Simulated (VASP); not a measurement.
# Fe (Im-3m) in VASP: notebook

The runs below take Fe through single point, with r2SCAN50, PBEsol.

Program: VASP 6.6.1. These are calculated values, not measurements. Logs are shortened: lines on timing, memory, paths and dates and some standing lists are left out, and cuts for length are marked.

## Step 1: The cell of the first run

Symmetry: Im-3m, No. 229, cubic system. The conventional cell has a = 2.943 Å, b = 2.943 Å, c = 2.943 Å, α = 90.00°, β = 90.00°, γ = 90.00°. Fe (site symmetry m-3m) has 14 Fe at 2.55 to 2.94 Å within 3.4 Å.

## Step 2: Single point, r2SCAN50, collinear spin, ferromagnetic start

Contents of POSCAR:

```
Fe
1.0
   -1.4713013028      1.4713013028      1.4713013028
    1.4713013028     -1.4713013028      1.4713013028
    1.4713013028      1.4713013028     -1.4713013028
Fe
1
Direct
    0.0000000000      0.0000000000      0.0000000000
```

Contents of INCAR.step1:

```
ALGO     = Normal         # electronic algorithm
EDIFF    = 1E-5           # SCF threshold, eV
ENCUT    = 520            # plane-wave cutoff, eV
GGA      = PE             # functional
ISIF     = 2              # what is computed and relaxed
ISMEAR   = -1             # smearing method
ISPIN    = 2              # spin polarisation
LASPH    = True           # aspherical terms in the spheres
LMAXMIX  = 4              # l up to which the mixer works
LORBIT   = 11             # projections on sites
LREAL    = False          # projectors in reciprocal space
LWAVE    = True           # write WAVECAR
MAGMOM   = 3              # initial moments
NBANDS   = 14             # bands
NELM     = 150            # most SCF steps
PREC     = Accurate       # precision mode
SIGMA    = 0.05           # smearing width, eV
```

Contents of INCAR.step2:

```
AEXX     = 0.5            # exact-exchange fraction
ALGO     = Normal         # electronic algorithm
EDIFF    = 1E-7           # SCF threshold, eV
ENCUT    = 520            # plane-wave cutoff, eV
ISIF     = 2              # what is computed and relaxed
ISMEAR   = -1             # smearing method
ISPIN    = 2              # spin polarisation
ISTART   = 1            
LASPH    = True           # aspherical terms in the spheres
LCHARG   = True           # write CHGCAR
LELF     = True           # ELF
LHFCALC  = True           # exact exchange
LMAXMIX  = 4              # l up to which the mixer works
LMIXTAU  = True         
LORBIT   = 11             # projections on sites
LREAL    = False          # projectors in reciprocal space
LVHAR    = True         
LWAVE    = False          # write WAVECAR
MAGMOM   = 3              # initial moments
METAGGA  = R2SCAN         # meta-GGA
NBANDS   = 14             # bands
NELM     = 150            # most SCF steps
PREC     = Accurate       # precision mode
PRECFOCK = Normal       
SIGMA    = 0.05           # smearing width, eV
```

Contents of KPOINTS:

```
k-points
0
Gamma
  7 7 7
```

Potentials or basis: VASP PAW PBE potentials, release 64 (Fe).

The run is started by

```console
cat potpaw_PBE.64/Fe/POTCAR > POTCAR
cp INCAR.step1 INCAR
mpirun -np 1 vasp_std > vasp.out
cp INCAR.step2 INCAR
mpirun -np 1 vasp_std > vasp.out
```

OUTCAR:

```text
AEXX = 0.5
   EDIFF = 1E-7
   ENCUT = 520
   ISIF = 2
   ISMEAR = -1
   ISPIN = 2
   ISTART = 1
   LASPH = True
   LHFCALC = True
   LORBIT = 11
   LREAL = False
   METAGGA = R2SCAN
   NELM = 150
   PREC = Accurate
   PRECFOCK = Normal

 ion  position               nearest neighbor table
   1  0.000  0.000  0.000-

  LATTYP: Found a body centered cubic cell.
 ALAT       =     2.9426026056

  Lattice vectors:

 A1 = (  -1.4713013028,   1.4713013028,   1.4713013028)
 A2 = (   1.4713013028,  -1.4713013028,   1.4713013028)
 A3 = (   1.4713013028,   1.4713013028,  -1.4713013028)

Analysis of symmetry for initial positions (statically):
=====================================================================
 Subroutine PRICEL returns:
 Original cell was already a primitive cell.

 Routine SETGRP: Setting up the symmetry group for a
 body centered cubic supercell.

 Subroutine GETGRP returns: Found 48 space group operations
 (whereof 48 operations were pure point group operations)
 out of a pool of 48 trial point group operations.

The static configuration has the point symmetry O_h .

Analysis of symmetry for dynamics (positions and initial velocities):
=====================================================================
 Subroutine PRICEL returns:
 Original cell was already a primitive cell.

 Routine SETGRP: Setting up the symmetry group for a
 body centered cubic supercell.

 Subroutine GETGRP returns: Found 48 space group operations
 (whereof 48 operations were pure point group operations)
 out of a pool of 48 trial point group operations.

The dynamic configuration has the point symmetry O_h .

Analysis of structural, dynamic, and magnetic symmetry:
=====================================================================
 Subroutine PRICEL returns:
 Original cell was already a primitive cell.

 Routine SETGRP: Setting up the symmetry group for a
 body centered cubic supercell.

 Subroutine GETGRP returns: Found 48 space group operations
 (whereof 48 operations were pure point group operations)
 out of a pool of 48 trial point group operations.

The overall configuration has the point symmetry O_h .

 Subroutine INISYM returns: Found 48 space group operations
 (whereof 48 operations are pure point group operations),
 and found     1 'primitive' translations

----------------------------------------------------------------------------------------

                                     Primitive cell

  volume of cell :      12.7399

  direct lattice vectors                    reciprocal lattice vectors
    -1.471301303  1.471301303  1.471301303     0.000000000  0.339835219  0.339835219
     1.471301303 -1.471301303  1.471301303     0.339835219  0.000000000  0.339835219
     1.471301303  1.471301303 -1.471301303     0.339835219  0.339835219  0.000000000

  length of vectors
     2.548368610  2.548368610  2.548368610     0.480599575  0.480599575  0.480599575

  position of ions in fractional coordinates (direct lattice)
     0.000000000  0.000000000  0.000000000

  ion indices of the primitive-cell ions
   primitive index   ion index
                 1           1

----------------------------------------------------------------------------------------

 KPOINTS: k-points

Automatic generation of k-mesh.
 Grid dimensions read from file:
 generate k-points for:    7    7    7

 Generating k-lattice:

  Cartesian coordinates                     Fractional coordinates (reciprocal lattice)
     0.000000000  0.048547888  0.048547888     0.142857143  0.000000000  0.000000000
     0.048547888  0.000000000  0.048547888     0.000000000  0.142857143  0.000000000
     0.048547888  0.048547888  0.000000000     0.000000000  0.000000000  0.142857143

  Length of vectors
     0.068657082  0.068657082  0.068657082

  Shift w.r.t. Gamma in fractional coordinates (k-lattice)
     0.000000000  0.000000000  0.000000000

 Subroutine IBZKPT returns following result:
 ===========================================

 Found     20 irreducible k-points:

 Following reciprocal coordinates:
            Coordinates               Weight
  0.000000  0.000000  0.000000      1.000000
  0.142857  0.000000  0.000000     12.000000
  0.285714  0.000000  0.000000     12.000000
  0.428571  0.000000  0.000000     12.000000
  0.142857  0.142857  0.000000     24.000000
  0.285714  0.142857  0.000000     48.000000
[... 12 lines left out ...]
 -0.428571 -0.428571  0.285714      8.000000
 -0.428571  0.428571  0.428571      6.000000
   k-points           NKPTS =     20   k-points in BZ     NKDIM =    343   number of bands    NBANDS=     14
   number of dos      NEDOS =    301   number of ions     NIONS =      1
   total plane-waves  NPLWV =   8000
   dimension x,y,z NGX =    20 NGY =   20 NGZ =   20
   dimension x,y,z NGXF=    40 NGYF=   40 NGZF=   40
   ions per type =               1
   NGX,Y,Z   is equivalent  to a cutoff of  13.05, 13.05, 13.05 a.u.
[... 39 lines left out ...]
   ENCUT4O =  -1.0   cutoff for four orbital integrals eV
   NKREDX  =     1    reduce k-point grid by
   NKREDY  =     1    reduce k-point grid by
   NKREDZ  =     1    reduce k-point grid by
   AEXX    =    0.5000 exact exchange contribution
   HFSCREEN=    0.0000 screening length (either q_TF or 0.3 A-1)
   HFSCREENC=   0.0000 screening length for correlation (either q_TF or 0.3 A-1)
   ENCUTFOCK=  -1.0 apply spherical cutoff to Coloumb kernel
   IVDW    =     0    specifies the selected vdW correction
   LEPSILON=     F    determine dielectric tensor
   LRPA    =     F    only Hartree local field effects (RPA)
 spin polarized calculation
  energy-cutoff  :      520.00
  volume of cell :       12.74
 maximum number of plane-waves:       358
  NGX = 16; NGY = 16; NGZ = 16

 number of electron       8.0000003 magnetization       2.9331992

 Free energy of the ion-electron system (eV)
  ---------------------------------------------------
  ext. energy  EPLUGINS =         0.00000000
  ---------------------------------------------------
  free energy    TOTEN  =       -21.09923472 eV

  energy without entropy =      -21.09706699  energy(sigma->0) =      -21.09815085

 E-fermi :   5.4746     XC(G=0):  -7.4299

 val. band max:        5.1431482812   @ k =   0.1429   0.1429   0.0000
 cond. band min:       5.5185620393   @ k =  -0.2857   0.4286   0.1429
 fundamental gap:      0.3754137580
 Fermi energy:         5.4746362118

 spin component 1

 k-point     1 :       0.0000    0.0000    0.0000
  band No.  band energies     occupation
      1      -5.8281      1.00000
      2      -3.8882      1.00000
      3      -3.8880      1.00000
      4      -3.8880      1.00000
      5      -2.9349      1.00000
      6      -2.9349      1.00000
      7      32.1337      0.00000
      8      32.1338      0.00000
      9      32.1338      0.00000
     10      36.5224      0.00000
     11      36.5224      0.00000
     12      38.7257      0.00000
     13      38.7274      0.00000
     14      38.7279      0.00000
[... 307 lines left out ...]
 k-point    20 :      -0.4286    0.4286    0.4286
  band No.  band energies     occupation
      1      -5.4745      1.00000
      2      -5.4135      1.00000
      3      -2.0368      1.00000
      4      -2.0367      1.00000
      5      -1.9247      1.00000
      6      13.6525      0.00000
      7      17.2059      0.00000
      8      17.2060      0.00000
      9      21.6595      0.00000
     10      23.2843      0.00000
     11      28.1996      0.00000
     12      44.7965      0.00000
     13      49.6571      0.00000
     14      49.6572      0.00000
 Fermi energy:         5.4746362118

 spin component 2

 k-point     1 :       0.0000    0.0000    0.0000
  band No.  band energies     occupation
      1      -7.7993      1.00000
      2       7.9953      0.00000
      3       7.9953      0.00000
      4       7.9954      0.00000
      5      12.0774      0.00000
      6      12.0774      0.00000
      7      31.1444      0.00000
      8      31.1444      0.00000
      9      31.1444      0.00000
     10      37.3413      0.00000
     11      37.3414      0.00000
     12      40.4893      0.00000
     13      40.4894      0.00000
     14      40.4894      0.00000
[... 307 lines left out ...]
 k-point    20 :      -0.4286    0.4286    0.4286
  band No.  band energies     occupation
      1       1.8134      1.00000
      2       2.3674      1.00000
      3      10.7214      0.00000
      4      10.7215      0.00000
      5      11.4718      0.00000
      6      14.4741      0.00000
      7      17.1677      0.00000
      8      17.1678      0.00000
      9      25.3562      0.00000
     10      25.9185      0.00000
     11      29.7257      0.00000
     12      45.2670      0.00000
     13      50.9073      0.00000
     14      50.9074      0.00000

------------------------ aborting loop because EDIFF is reached ----------------------------------------

  FORCE on cell =-STRESS in cart. coord.  units (eV):
  Direction    XX          YY          ZZ          XY          YZ          ZX
  --------------------------------------------------------------------------------------
  -------------------------------------------------------------------------------------
  Total       -0.1002866     -0.1002866     -0.1002866      0.0000000      0.0000000     -0.0000000
  in kB      -12.6121357    -12.6121357    -12.6121357      0.0000000      0.0000000     -0.0000000
  external PRESSURE =     -12.6121357 kB  Pullay stress =       0.0000000 kB

 VOLUME and BASIS-vectors are now :
 -----------------------------------------------------------------------------
  energy-cutoff  :      520.00
  volume of cell :       12.74
      direct lattice vectors                 reciprocal lattice vectors
    -1.471301303  1.471301303  1.471301303     0.000000000  0.339835219  0.339835219
     1.471301303 -1.471301303  1.471301303     0.339835219  0.000000000  0.339835219
     1.471301303  1.471301303 -1.471301303     0.339835219  0.339835219  0.000000000

 POSITION                                       TOTAL-FORCE (eV/Angst)
 -----------------------------------------------------------------------------------
      0.00000      0.00000      0.00000        -0.000000     -0.000000     -0.000000
 -----------------------------------------------------------------------------------
    total drift:                                0.000000     -0.000000     -0.000000

  FREE ENERGIE OF THE ION-ELECTRON SYSTEM (eV)
  ---------------------------------------------------
  free  energy   TOTEN  =       -21.0992347160 eV

  energy  without entropy=      -21.0970669894  energy(sigma->0) =      -21.09815085

 total charge

# of ion       s       p       d       tot
------------------------------------------
    1        0.478   0.541   6.073   7.091

 magnetization (x)

# of ion       s       p       d       tot
------------------------------------------
    1       -0.045  -0.217   3.359   3.097
```

Run time: 29 min. Hardware: 1 thread of Intel Xeon Platinum 8375C at 2.90GHz (Ice Lake), shared host; peak memory 0.15 GiB.

Results:

```
Free energy                                           : -21.0992 eV
Pressure                                              : -1.3 GPa
Net moment                                            : 2.93 μB per cell
Site moments                                          : Fe +3.10 μB
Valence electrons inside the program's atomic spheres : Fe 7.09
```

Caveat: the k points lie up to 0.43 Å⁻¹ apart; the PAW data sets were made with another functional, which shifts forces and pressure a little.

## Step 3: Single point, PBEsol, collinear spin, ferromagnetic start

This run uses another cell than the first one, of 9.76 Å³/atom.

Contents of INCAR:

```
PREC = Accurate
ENCUT = 520
EDIFF = 1E-6
ISMEAR = -1
SIGMA = 0.05
LREAL = F
LASPH = T
NELM = 150
ALGO = Normal
ISIF = 2
LWAVE = F
LCHARG = F
ISPIN = 2
MAGMOM = 3
LORBIT = 11
LMAXMIX = 4
GGA = PS
NBANDS = 14
```

Contents of KPOINTS:

```
regular mesh
0
Gamma
  13 13 13
```

Contents of POSCAR:

```
Fe
1.0
   -1.3463449364      1.3463449364      1.3463449364
    1.3463449364     -1.3463449364      1.3463449364
    1.3463449364      1.3463449364     -1.3463449364
Fe
1
Direct
    0.0000000000      0.0000000000      0.0000000000
```

Potentials or basis: VASP PAW PBE potentials, release 64 (Fe).

The run is started by

```console
cat potpaw_PBE.64/Fe/POTCAR > POTCAR
mpirun -np 1 vasp_std > vasp.out
```

Run time: 49 s. Hardware: 1 thread of Intel Xeon 8259CL, shared host; peak memory 0.14 GiB.

Results (log left out):

```
Free energy                                           : -8.8362 eV
Pressure                                              : 29.8 GPa
Band gap on the k mesh                                : zero (filled and empty bands overlap)
Net moment                                            : 1.96 μB per cell
Site moments                                          : Fe +1.93 μB
Valence electrons inside the program's atomic spheres : Fe 7.64
```

Levels at points of the mesh, in eV from the Fermi level:
Spin up:
```csv
k point,band 2,band 3,band 4,band 5,band 6,band 7,band 8,band 9
"(0.00, 0.00, 0.00)",-2.77,-2.77,-2.77,-1.16,-1.16,26.26,26.26,26.26
```
Spin down:
```tsv
k point	band 1	band 2	band 3	band 4	band 5	band 6	band 7	band 8
(0.00, 0.00, 0.00)	-9.31	-1.08	-1.08	-1.08	1.28	1.28	26.24	26.24
```

Caveat: the cell stands under pressure; the PAW data sets were made with another functional, which shifts forces and pressure a little.

## Step 4: Single point, PBEsol, collinear spin, ferromagnetic start

This run uses another cell than the first one, of 10.05 Å³/atom.

Contents of INCAR:

```
ALGO = Normal
EDIFF = 1E-6
ENCUT = 520
GGA = PS
ISIF = 2
ISMEAR = -1
ISPIN = 2
LASPH = True
LCHARG = False
LMAXMIX = 4
LORBIT = 11
LREAL = False
LWAVE = False
MAGMOM = 3
NBANDS = 14
NELM = 150
PREC = Accurate
SIGMA = 0.05
```

Contents of KPOINTS:

```
k-points
0
Gamma
  13 13 13
```

Contents of POSCAR:

```
Fe
1.0
   -1.3593974721      1.3593974721      1.3593974721
    1.3593974721     -1.3593974721      1.3593974721
    1.3593974721      1.3593974721     -1.3593974721
Fe
1
Direct
    0.0000000000      0.0000000000      0.0000000000
```

The run is started by

```console
cat potpaw_PBE.64/Fe/POTCAR > POTCAR
mpirun -np 1 vasp_std > vasp.out
```

It took 39 s on 1 thread of Intel Xeon 8259CL, shared host; peak memory 0.13 GiB.

Results (log left out):

| Property | Result |
| --- | --- |
| Free energy | -8.8804 eV |
| Pressure | 19.8 GPa |
| Band gap on the k mesh | zero (filled and empty bands overlap) |
| Net moment | 1.99 μB per cell |
| Site moments | Fe +1.96 μB |
| Valence electrons inside the program's atomic spheres | Fe 7.56 |

Levels at points of the mesh, in eV from the Fermi level:
Spin up:
```csv
k point,band 3,band 4,band 5,band 6,band 7,band 8
"(0.00, 0.00, 0.00)",-2.68,-2.68,-1.14,-1.14,26.01,26.01
```
Spin down:
```tsv
k point	band 1	band 2	band 3	band 4	band 5	band 6	band 7
(0.00, 0.00, 0.00)	-9.11	-0.95	-0.95	-0.95	1.33	1.33	25.97
```

Caveat: the cell stands under pressure; the PAW data sets were made with another functional, which shifts forces and pressure a little.

## Step 5: Single point, PBEsol, collinear spin, ferromagnetic start

This run uses another cell than the first one, of 10.37 Å³/atom.

Contents of INCAR:

```
PREC = Accurate ; ENCUT = 520
EDIFF = 1E-6 ; ISMEAR = -1
SIGMA = 0.05 ; LREAL = False
LASPH = True ; NELM = 150
ALGO = Normal ; ISIF = 2
LWAVE = False ; LCHARG = True
ISPIN = 2 ; MAGMOM = 3
LORBIT = 11 ; LMAXMIX = 4
GGA = PS ; LELF = True
LVHAR = True ; NBANDS = 14
```

Contents of KPOINTS:

```
regular mesh
0
Gamma
  13 13 13
```

Contents of POSCAR:

```
Fe
1.0
   -1.3738551942      1.3738551942      1.3738551942
    1.3738551942     -1.3738551942      1.3738551942
    1.3738551942      1.3738551942     -1.3738551942
Fe
1
Direct
    0.0000000000      0.0000000000      0.0000000000
```

The run is started by

```console
cat potpaw_PBE.64/Fe/POTCAR > POTCAR
mpirun -np 1 vasp_std > vasp.out
```

It took 43 s on 1 thread of Intel Xeon 8259CL, shared host; peak memory 0.14 GiB.

It converged, with:

```yaml
Free_energy: -8.9100 eV
Pressure: 9.9 GPa
Band_gap_on_the_k_mesh: zero (filled and empty bands overlap)
Net_moment: 2.01 μB per cell
Site_moments: Fe +1.99 μB
Valence_electrons_inside_the_program's_atomic_spheres: Fe 7.48
```

Levels at points of the mesh, in eV from the Fermi level:
Spin up:
| k point | band 2 | band 3 | band 4 | band 5 | band 6 | band 7 | band 8 | band 9 |
| --- | --- | --- | --- | --- | --- | --- | --- | --- |
| (0.00, 0.00, 0.00) | -2.56 | -2.56 | -2.56 | -1.11 | -1.11 | 25.73 | 25.73 | 25.73 |
Spin down:
| k point | band 1 | band 2 | band 3 | band 4 | band 5 | band 6 | band 7 |
| --- | --- | --- | --- | --- | --- | --- | --- |
| (0.00, 0.00, 0.00) | -8.89 | -0.82 | -0.82 | -0.82 | 1.39 | 1.39 | 25.67 |

Caveat: the cell stands under pressure; the PAW data sets were made with another functional, which shifts forces and pressure a little.

## Step 6: Overview

```tsv
level	cell	k mesh	grid for exact exchange (PRECFOCK)	share of exact exchange	gap on the mesh (eV)	pressure (GPa)	moment (μB)
r2SCAN50	a = 2.548 Å, angles 109.5°, 1 atom	7 × 7 × 7	Normal	0.5	none	-1.3	2.93
PBEsol	a = 2.332 Å, angles 109.5°, 1 atom	13 × 13 × 13	-	-	none	29.8	1.96
PBEsol	a = 2.355 Å, angles 109.5°, 1 atom	13 × 13 × 13	-	-	none	19.8	1.99
PBEsol	a = 2.380 Å, angles 109.5°, 1 atom	13 × 13 × 13	-	-	none	9.9	2.01
```

Alike in all rows: task single point; potentials or basis VASP PAW PBE potentials, release 64 (Fe); spin collinear, ferromagnetic start; cutoff (eV) 520; smearing fermi-dirac 0.05 eV.

Caveats: some runs use coarse meshes; the PAW data sets were made with another functional, which shifts forces and pressure a little; the cell stands under pressure (at least some runs).

Absolute energies hang on the potentials; compare differences alone.

The gap in the log of VASP goes by the Fermi energy; the results here count the filled bands.